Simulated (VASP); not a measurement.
Here is a VASP 6.6.1 calculation.

The input INCAR:

```
SYSTEM = Ga3As3CO
PREC = Accurate
ENCUT = 520
EDIFF = 1E-6
ISMEAR = 0
SIGMA = 0.05
LREAL = .False.
LASPH = .True.
NELM = 60
ALGO = Normal
ISIF = 2
LWAVE = .False.
LCHARG = .True.
LDIPOL = .True.
IDIPOL = 3
DIPOL = 0.5 0.5 0.320
GGA = PE
IVDW = 12
LELF = .True.
LVHAR = .True.
LVACPOTAV = .True.
NBANDS = 42
```

KPOINTS

```
Automatic mesh
0
Gamma
  7 5 1
  0 0 0
```

File POSCAR:

```
Ga3As3CO
1.0
    4.0137031111      0.0000000000      0.0000000000
    0.0000000000      5.6762333751      0.0000000000
    0.0000000000      0.0000000000     23.3352699083
Ga As O C
3 3 1 1
Direct
    0.5000000000      0.5000000000      0.1714143447
    0.0000000000      0.0653835255      0.2680035048
    0.5000000000      0.4894639609      0.3228546357
    0.0000000000      0.2500000000      0.1714143447
    0.5000000000      0.8102208698      0.2504948966
    0.0000000000      0.2887573198      0.3593388866
    0.3333333333      0.2887573198      0.4836142866
    0.3333333333      0.2887573198      0.5328959107
```

Potentials or basis: VASP PAW PBE potentials, release 64 (Ga_d, As, O, C).

Run with:

```sh
$ cat potpaw_PBE.64/Ga_d/POTCAR potpaw_PBE.64/As/POTCAR potpaw_PBE.64/O/POTCAR potpaw_PBE.64/C/POTCAR > POTCAR
$ mpirun -np 1 vasp_std > vasp.out
```

(1) Estimate the dispersion energy per atom.

(2) Predict the largest force.

(3) What does it give for the band gap on the k mesh?

Answers

(1) -0.160 eV.

(2) 1.119 eV/Å.

(3) 0.40 eV (least direct gap 0.75 eV).
